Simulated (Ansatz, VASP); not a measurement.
This is a calculation of BP for Ansatz 0.2.0.

input.yaml

```yaml
crystal:
  lattice:
    - [0.0, 2.269, 2.269]
    - [2.269, 0.0, 2.269]
    - [2.269, 2.269, 0.0]
  atoms:
    - { symbol: P, position: [0.75, 0.75, 0.75] }
    - { symbol: B, position: [0.0, 0.0, 0.0] }
kpoints:
  mp_grid: { grid: [10, 10, 10] }
scf:
  occupations: { method: fermi_dirac, width: 0.05 }
hamiltonian:
  xc: revpbe
  dispersion: d4
  pseudopotentials: { kind: all_electron, lapw: { basis_error: 0.001 } }
output:
  forces: true
  stress: true
relax:
  f_tol: 0.02
  max_steps: 60
  cell: {}
```

Potentials or basis: all-electron LAPW, scalar-relativistic.

Launch:

```bash
$ ansatz run input.yaml --threads 1 --pin off --max-ram 3072MiB --backend cpu --events-out ev --progress --plain --runs-dir out
```

Task: Translate it to VASP 6.6.1. Potentials there: VASP PAW PBE potentials, release 64 (P, B).

Result: As run (the cutoff follows the program's own potentials):

The input INCAR:

```
PREC     = Accurate       # precision mode
ENCUT    = 600            # plane-wave cutoff, eV
EDIFF    = 1E-7           # SCF threshold, eV
ISMEAR   = -1             # smearing method
SIGMA    = 0.05           # smearing width, eV
LREAL    = False          # projectors in reciprocal space
LASPH    = True           # aspherical terms in the spheres
NELM     = 80             # most SCF steps
ALGO     = Normal         # electronic algorithm
ISIF     = 3              # what is computed and relaxed
LWAVE    = False          # write WAVECAR
LCHARG   = False          # write CHGCAR
GGA      = RE             # functional
IVDW     = 13             # dispersion correction
IBRION   = 2              # ionic algorithm
NSW      = 80             # ionic steps
EDIFFG   = -0.02          # ionic threshold
```

The input KPOINTS:

```
regular mesh
0
Gamma
  10 10 10
```

POSCAR

```
BP
1.0
    0.0000000000      2.2690000000      2.2690000000
    2.2690000000      0.0000000000      2.2690000000
    2.2690000000      2.2690000000      0.0000000000
P B
1 1
Direct
    0.7500000000      0.7500000000      0.7500000000
    0.0000000000      0.0000000000      0.0000000000
```

Potentials or basis: VASP PAW PBE potentials, release 64 (P, B).

The run is started by

```bash
$ cat potpaw_PBE.64/P/POTCAR potpaw_PBE.64/B/POTCAR > POTCAR
$ mpirun -np 1 vasp_std > vasp.out
```

Both were run:

|  | VASP | Ansatz | Ansatz less VASP |
| --- | --- | --- | --- |
| relaxed volume (Å³/atom) | 11.13 | 11.16 | +0.024 |
| relaxed length of the cell vector where the two differ most in proportion (Å) | 3.158 | 3.160 | +0.0023 |

VASP's potentials were made for PBE, not for revPBE. Ansatz ran all-electron here, and VASP with PAW potentials.
